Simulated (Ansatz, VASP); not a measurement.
C: VASP beside Ansatz

The input INCAR:

```
SYSTEM = C
  PREC = Accurate
  ENCUT = 520
  EDIFF = 1E-8
  ISMEAR = -1
  SIGMA = 0.05
  LREAL = .False.
  LASPH = .True.
  NELM = 60
  ALGO = Normal
  ISIF = 2
  LWAVE = .False.
  LCHARG = .False.
  GGA = PE
  LEFG = .True.
  NBANDS = 11
```

KPOINTS

```
Automatic mesh
0
Gamma
  18 18 18
  0 0 0
```

Contents of POSCAR:

```
C
1.0
    0.0000000000      2.0982532328      3.3027512099
    1.2114033709      0.0000000000      3.3027512099
    1.2114033709      2.0982532328      0.0000000000
C
2
Direct
    0.1666700000      0.8333300000      0.1666700000
    0.8333300000      0.1666700000      0.8333300000
```

Input for Ansatz:

```yaml
crystal:
  lattice:
    - [0.0, 2.0982532328, 3.3027512099]
    - [1.2114033709, 0.0, 3.3027512099]
    - [1.2114033709, 2.0982532328, 0.0]
  atoms:
    - { symbol: C, position: [0.16667, 0.83333, 0.16667] }
    - { symbol: C, position: [0.83333, 0.16667, 0.83333] }
kpoints:
  mp_grid: { grid: [18, 18, 18] }
scf:
  occupations: { method: fermi_dirac, width: 0.05 }
hamiltonian:
  xc: pbe
  pseudopotentials: { kind: paw }
output:
  forces: true
  stress: true
  eigenvalues: true
  efg: { contact_densities: true }
```

Change from the starting cell: volume scaled by 0.96, PAW files.

Alike in both runs: task electric field gradients; functional PBE; k mesh 18 × 18 × 18; occupations fermi-dirac, width 0.05 eV; no spin polarisation.

|  | VASP | Ansatz |
| --- | --- | --- |
| version | VASP 6.6.1 | Ansatz 0.2.0 |
| potentials or method | VASP PAW PBE potentials, release 64 (C) | PAW with Ansatz's default frozen-core files, scalar-relativistic |
| plane-wave cutoff (eV) | 520 | 420 |
| valence electrons in the cell | 8 | 8 |

VASP gave:

- pressure (GPa): 17.8
- traceless stress, the component that is largest in VASP (GPa): -13.30
- size of Vzz on the site where it differs most (V/Å²): 33.3

Problem. Estimate Ansatz's values.

Solution. Pressure (GPa): 17.3; traceless stress, the component that is largest in VASP (GPa): -12.75; size of Vzz on the site where it differs most (V/Å²): 25.5.
